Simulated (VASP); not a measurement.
Input of a VASP 6.6.1 run:

File INCAR:

```
ALGO = Normal ; EDIFF = 1E-7
ENCUT = 520 ; GGA = PE
ISIF = 2 ; ISMEAR = 0
ISPIN = 2 ; LASPH = T
LCHARG = F ; LMAXMIX = 4
LORBIT = 11 ; LREAL = F
LWAVE = F ; MAGMOM = 0.05 0.05 0 0
NBANDS = 32 ; NELM = 150
PREC = Accurate ; SIGMA = 0.05
```

The input KPOINTS:

```
k-points
0
Gamma
  10 10 6
```

The input POSCAR:

```
MoS
1.0
    3.7417874993      0.0000000000      0.0000000000
   -1.8708937497      3.2404830300      0.0000000000
    0.0000000000      0.0000000000      5.2106342672
Mo S
2 2
Direct
    0.0000000000      0.0000000000      0.0000000000
    0.0000000000      0.0000000000      0.5000000000
    0.3333333333      0.6666666667      0.2500000000
    0.6666666667      0.3333333333      0.7500000000
```

Potentials or basis: VASP PAW PBE potentials, release 64 (Mo_sv, S).

Run with:

```bash
$ cat potpaw_PBE.64/Mo_sv/POTCAR potpaw_PBE.64/S/POTCAR > POTCAR
$ mpirun -np 1 vasp_std > vasp.out
```

Q: Predict the net moment.

A: 0.00 μB per cell.

Q: Estimate the band gap on the k mesh.

A: Zero (filled and empty bands overlap).

Q: What does it give for the pressure?

A: 0.1 GPa.

Stress tensor (GPa, compression positive):
```
0.06 0.00 0.00
0.00 0.06 0.00
0.00 0.00 0.22
```
